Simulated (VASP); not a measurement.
Set up this calculation in VASP 6.6.1, as the native input.

| Property | Result |
| --- | --- |
| Task | single point |
| Functional | r2SCAN |
| Potentials or basis | VASP PAW PBE potentials, release 64 (K_sv, F) |
| Cutoff | 520 eV |
| k mesh | 8 × 8 × 8 |
| Occupations | gaussian, width 0.01 eV |
| Spin | no spin polarisation |
| Dipole correction | no |
| Further INCAR settings | ALGO = Normal; EDIFF = 1e-06; NBANDS = 15 |

The system is KF (Carobbiite).

```
K F
1.0
     0.00000    2.60468    2.60468
     2.60468    0.00000    2.60468
     2.60468    2.60468    0.00000
K F
1 1
Cartesian
  0.0000 0.0000 0.0000
  2.6047 2.6047 2.6047
```

This cell differs from its parent crystal: volume changed by -6%.

These files were run (other wordings do the same):

POSCAR

```
KF
1.0
    0.0000000000      2.6046770225      2.6046770225
    2.6046770225      0.0000000000      2.6046770225
    2.6046770225      2.6046770225      0.0000000000
K F
1 1
Direct
    0.0000000000      0.0000000000      0.0000000000
    0.5000000000      0.5000000000      0.5000000000
```

INCAR.step1

```
PREC = Accurate
ENCUT = 520
ISMEAR = 0
SIGMA = 0.01
LREAL = F
LASPH = T
NELM = 100
NBANDS = 15
GGA = PE
ALGO = Normal
EDIFF = 1E-4
LWAVE = T
LCHARG = F
```

INCAR.step2

```
PREC = Accurate
ENCUT = 520
EDIFF = 1E-6
ISMEAR = 0
SIGMA = 0.01
LREAL = F
LASPH = T
NELM = 100
ALGO = Normal
ISIF = 2
LWAVE = F
LCHARG = F
METAGGA = R2SCAN
LMIXTAU = T
NBANDS = 15
ISTART = 1
```

KPOINTS

```
regular mesh
0
Gamma
  8 8 8
```

Potentials or basis: VASP PAW PBE potentials, release 64 (K_sv, F).

Run with:

```sh
$ cat potpaw_PBE.64/K_sv/POTCAR potpaw_PBE.64/F/POTCAR > POTCAR
$ cp INCAR.step1 INCAR
$ mpirun -np 1 vasp_std > vasp.out
$ cp INCAR.step2 INCAR
$ mpirun -np 1 vasp_std > vasp.out
```

It gave:

```yaml
Pressure: 2.6 GPa
Band_gap_on_the_k_mesh: 7.26 eV, direct
```

Caveat: the PAW data sets were made with another functional, which shifts forces and pressure a little.

Run time: 40 s on 1 thread of AMD EPYC 9R45 96-Core Processor (Zen 5), with other jobs on the host, peak memory 0.14 GiB.
